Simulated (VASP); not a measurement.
# IrRu (R-3m) in VASP: a series of runs

IrRu is run at these levels: LDA; tasks: single point.

Program: VASP 6.6.1. These are calculated values, not measurements. Logs are shortened: lines on timing, memory, paths and dates and some standing lists are left out, and cuts for length are marked.

## 1. The cell of the first run

Symmetry: R-3m, No. 166, trigonal system. The conventional cell has a = 2.622 Å, b = 2.622 Å, c = 12.913 Å, α = 90.00°, β = 90.00°, γ = 120.00°. Within 3.5 Å of Ru (site symmetry -3m) lie 6 Ru at 2.62 Å and 6 Ir at 2.63 Å. Within 3.5 Å of Ir (site symmetry -3m) lie 6 Ir at 2.62 Å and 6 Ru at 2.63 Å.

## 2. Single point, LDA

Contents of INCAR:

```
SYSTEM = IrRu
  PREC = Accurate
  ENCUT = 520
  EDIFF = 1E-6
  ISMEAR = 1
  SIGMA = 0.1
  LREAL = .False.
  LASPH = .True.
  NELM = 60
  ALGO = Normal
  ISIF = 2
  LWAVE = .False.
  LCHARG = .True.
  LELF = .True.
  LVHAR = .True.
  NBANDS = 18
```

Contents of KPOINTS:

```
Automatic mesh
0
Gamma
  12 12 12
  0 0 0
```

Contents of POSCAR:

```
IrRu
1.0
    1.3111888179      0.7570154855      4.3044670931
   -1.3111888179      0.7570154855      4.3044670931
    0.0000000000     -1.5140299984      4.3044670931
Ru Ir
1 1
Direct
    0.5000000000      0.5000000000      0.5000000000
    0.0000000000      0.0000000000      0.0000000000
```

Potentials or basis: VASP PAW LDA potentials, release 64 (Ru_pv, Ir).

Command:

```
cat potpaw_LDA.64/Ru_pv/POTCAR potpaw_LDA.64/Ir/POTCAR > POTCAR
mpirun -np 1 vasp_std > vasp.out
```

OUTCAR:

```text
SYSTEM = IrRu
   PREC = Accurate
   ENCUT = 520
   EDIFF = 1E-6
   ISMEAR = 1
   LREAL = .False.
   LASPH = .True.
   NELM = 60
   ISIF = 2

 ion  position               nearest neighbor table
   1  0.500  0.500  0.500-   2 2.63   2 2.63   2 2.63   2 2.63   2 2.63   2 2.63
   2  0.000  0.000  0.000-   1 2.63   1 2.63   1 2.63   1 2.63   1 2.63   1 2.63

  LATTYP: Found a trigonal (rhomboedric) cell.
 ALAT       =     4.5629733198
 COS(alpha) =     0.8348553114

  Lattice vectors:

 A1 = (   1.3111888179,   0.7570154855,   4.3044670931)
 A2 = (  -1.3111888179,   0.7570154855,   4.3044670931)
 A3 = (   0.0000000000,  -1.5140299984,   4.3044670931)

Analysis of symmetry for initial positions (statically):
=====================================================================
 Subroutine PRICEL returns:
 Original cell was already a primitive cell.

 Routine SETGRP: Setting up the symmetry group for a
 trigonal (rhombohedral) supercell.

 Subroutine GETGRP returns: Found 12 space group operations
 (whereof 12 operations were pure point group operations)
 out of a pool of 12 trial point group operations.

The static configuration has the point symmetry D_3d.

Analysis of symmetry for dynamics (positions and initial velocities):
=====================================================================
 Subroutine PRICEL returns:
 Original cell was already a primitive cell.

 Routine SETGRP: Setting up the symmetry group for a
 trigonal (rhombohedral) supercell.

 Subroutine GETGRP returns: Found 12 space group operations
 (whereof 12 operations were pure point group operations)
 out of a pool of 12 trial point group operations.

The dynamic configuration has the point symmetry D_3d.

 Subroutine INISYM returns: Found 12 space group operations
 (whereof 12 operations are pure point group operations),
 and found     1 'primitive' translations

----------------------------------------------------------------------------------------

                                     Primitive cell

  volume of cell :      25.6354

  direct lattice vectors                    reciprocal lattice vectors
     1.311188818  0.757015485  4.304467093     0.381333331  0.220162918  0.077438915
    -1.311188818  0.757015485  4.304467093    -0.381333331  0.220162918  0.077438915
     0.000000000 -1.514029998  4.304467093     0.000000000 -0.440325835  0.077438965

  length of vectors
     4.562973320  4.562973320  4.562973131     0.447083444  0.447083444  0.447083476

  position of ions in fractional coordinates (direct lattice)
     0.500000000  0.500000000  0.500000000
     0.000000000  0.000000000  0.000000000
[... 73 lines left out ...]
   LSORBIT =      F    spin-orbit coupling
   LASPH  =      T    aspherical Exc in radial PAW
   ENCUT  =  520.0 eV  38.22 Ry    6.18 a.u.   8.48  8.48  8.48*2*pi/ulx,y,z
   NELM   =     60;   NELMIN=  2; NELMDL= -5     # of ELM steps
   EDIFF  = 0.1E-05   stopping-criterion for ELM
   LREAL  =      F    real-space projection
   EDIFFG = 0.1E-04   stopping-criterion for IOM
   NSW    =      0    number of steps for IOM
   IBRION =     -1    ionic relax: 0-MD 1-quasi-New 2-CG
   NFREE  =      0    steps in history (QN), initial steepest desc. (CG)
   ISIF   =      2    stress and relaxation
   ISYM   =      2    0-nonsym 1-usesym 2-fastsym
   POTIM  = 0.5000    time-step for ionic-motion
   TEBEG  =    0.0;   TEEND  =   0.0 temperature during run
   PSTRESS=    0.0 pullay stress
   NELECT =      23.0000    total number of electrons
   NUPDOWN=      -1.0000    fix difference up-down
   EMIN   =  10.00;   EMAX   =-10.00  energy-range for DOS
   EFERMI =   0.00;   METHOD = LEGACY
   ISMEAR =     1;   SIGMA  =   0.10  broadening in eV -4-tet -1-fermi 0-gaus
   EFERMI_NEDOS =   21; number of points for ismear=-14 and -15
   IALGO  =     38    algorithm
   IMIX   =      4    mixing-type and parameters
     AMIX     =   0.40;   BMIX     =  1.00
     AMIX_MAG =   1.60;   BMIX_MAG =  1.00
  volume/ion in A,a.u.               =      12.82        86.50
  Fermi-wavevector in a.u.,A,eV,Ry     =   1.578958  2.983798 33.920806  2.493109
  Thomas-Fermi vector in A             =   2.679410
   LORBIT       =      0    0 simple, 1 ext, 2 COOP (PROOUT), +10 PAW based schemes
   GGA     = CA    functional components
   LHFCALC =     F    Hartree Fock is set to
   AEXX    =    0.0000 exact exchange contribution
   IVDW    =     0    specifies the selected vdW correction
   LEPSILON=     F    determine dielectric tensor
   LRPA    =     F    only Hartree local field effects (RPA)
 non-spin polarized calculation
 Methfessel and Paxton  Order N= 1 SIGMA  =   0.10
  energy-cutoff  :      520.00
  volume of cell :       25.64
 maximum number of plane-waves:       707
 NGX is ok and might be reduce to    36
   NGX = 17   NGY = 17   NGZ = 17

 number of electron      23.0000002 magnetization

 Free energy of the ion-electron system (eV)
  ---------------------------------------------------
  ext. energy  EPLUGINS =         0.00000000
  ---------------------------------------------------
  free energy    TOTEN  =       -20.91990012 eV

  energy without entropy =      -20.91862518  energy(sigma->0) =      -20.91947514

 E-fermi :  12.8826     XC(G=0): -14.7283

 val. band max:       12.8812322048   @ k =  -0.2500   0.1667   0.1667
 cond. band min:      12.8847165985   @ k =  -0.2500   0.0833   0.0833
 fundamental gap:      0.0034843937
 Fermi energy:        12.8825962650

 k-point     1 :       0.0000    0.0000    0.0000
  band No.  band energies     occupation
      1     -30.2538      2.00000
      2     -29.6111      2.00000
      3     -29.6111      2.00000
      4       2.2669      2.00000
      5       5.2765      2.00000
      6       8.7351      2.00000
[... 481 lines left out ...]
      5       6.8521      2.00000
      6       7.5229      2.00000
[... 10 lines left out ...]
     17      23.4042      0.00000
     18      24.9116      0.00000

 [... further k-points ...]
[... 5 lines left out ...]
  --------------------------------------------------------------------------------------
  -------------------------------------------------------------------------------------
  Total        4.0290354      4.0290348      3.4664295      0.0000000      0.0000003      0.0000000
  in kB      251.8089785    251.8089414    216.6469096      0.0000000      0.0000163      0.0000000
  external PRESSURE =     240.0882765 kB  Pullay stress =       0.0000000 kB

 VOLUME and BASIS-vectors are now :
 -----------------------------------------------------------------------------
  energy-cutoff  :      520.00
  volume of cell :       25.64
      direct lattice vectors                 reciprocal lattice vectors
     1.311188818  0.757015485  4.304467093     0.381333331  0.220162918  0.077438915
    -1.311188818  0.757015485  4.304467093    -0.381333331  0.220162918  0.077438915
     0.000000000 -1.514029998  4.304467093     0.000000000 -0.440325835  0.077438965

 POSITION                                       TOTAL-FORCE (eV/Angst)
 -----------------------------------------------------------------------------------
      0.00000      0.00000      6.45670         0.000000      0.000000      0.000000
      0.00000      0.00000      0.00000         0.000000     -0.000000      0.000000
 -----------------------------------------------------------------------------------
    total drift:                                0.000000     -0.000000      0.000000

  FREE ENERGIE OF THE ION-ELECTRON SYSTEM (eV)
  ---------------------------------------------------
  free  energy   TOTEN  =       -20.9199001178 eV

  energy  without entropy=      -20.9186251834  energy(sigma->0) =      -20.91947514
```

stdout:

```text
POSCAR found type information on POSCAR RuIr
 POSCAR found :  2 types and       2 ions
 scaLAPACK will be used
 LDA part: xc-table for (Slater(with rela. corr.)+CA(PZ))
 , standard interpolation
 POSCAR, INCAR and KPOINTS ok, starting setup
 FFT: planning ... GRIDC
 FFT: planning ... GRID_SOFT
 FFT: planning ... GRID
 WAVECAR not read
 entering main loop
```

Wall time 2.7 min (1 thread of AMD EPYC 7R13 (Zen 3), shared host); peak memory 0.23 GiB.

Results:

```
Free energy            : -20.9199 eV
Pressure               : 24.0 GPa
Band gap on the k mesh : zero (an odd number of electrons rules out a gap without spin polarisation)
```

Caveat: the cell stands under pressure; spin-orbit coupling is left out, which moves the levels of the heavy elements.

## 3. Single point, LDA

This run uses another cell than the first one, of 13.19 Å³/atom.

Contents of INCAR:

```
  PREC = Accurate
  ENCUT = 520
  EDIFF = 1E-6
  ISMEAR = 1
  SIGMA = 0.1
  LREAL = F
  LASPH = T
  NELM = 60
  ALGO = Normal
  ISIF = 2
  LWAVE = F
  LCHARG = T
  LELF = T
  LVHAR = T
  NBANDS = 18
```

Contents of KPOINTS:

```
regular mesh
0
Gamma
  12 12 12
```

Contents of POSCAR:

```
IrRu
1.0
    1.3237368418      0.7642600930      4.3456606687
   -1.3237368418      0.7642600930      4.3456606687
    0.0000000000     -1.5285192041      4.3456606687
Ru Ir
1 1
Direct
    0.5000000000      0.5000000000      0.5000000000
    0.0000000000      0.0000000000      0.0000000000
```

Potentials or basis: VASP PAW LDA potentials, release 64 (Ru_pv, Ir).

Command:

```
cat potpaw_LDA.64/Ru_pv/POTCAR potpaw_LDA.64/Ir/POTCAR > POTCAR
mpirun -np 1 vasp_std > vasp.out
```

Wall time 2.8 min (1 thread of AMD EPYC 7R13 (Zen 3), shared host); peak memory 0.22 GiB.

The run converged. Its results:

| Item | Value |
| --- | --- |
| Free energy | -21.0001 eV |
| Pressure | 10.6 GPa |
| Band gap on the k mesh | zero (an odd number of electrons rules out a gap without spin polarisation) |

Stress tensor (GPa, compression positive):
```
11.64  0.00  0.00
 0.00 11.64  0.00
 0.00  0.00  8.60
```

Levels at points of the mesh, in eV from the Fermi level:
```tsv
k point	band 8	band 9	band 10	band 11	band 12	band 13	band 14	band 15	band 16	band 17
(0.00, 0.00, 0.00)	-3.50	-3.19	-3.19	-0.66	-0.66	0.05	1.46	1.46	9.27	9.95
(0.50, 0.00, 0.00)	-3.37	-2.78	-1.83	-1.16	1.49	1.84	4.63	5.09	9.49	9.94
(0.50, 0.50, 0.00)	-3.60	0.07	1.34	1.44	1.57	2.06	2.09	2.83	8.86	9.94
(0.50, 0.50, 0.50)	-3.60	-3.58	-2.51	-2.51	-0.79	-0.79	-0.22	-0.22	9.94	14.65
```

Caveat: the cell stands under pressure; spin-orbit coupling is left out, which moves the levels of the heavy elements.
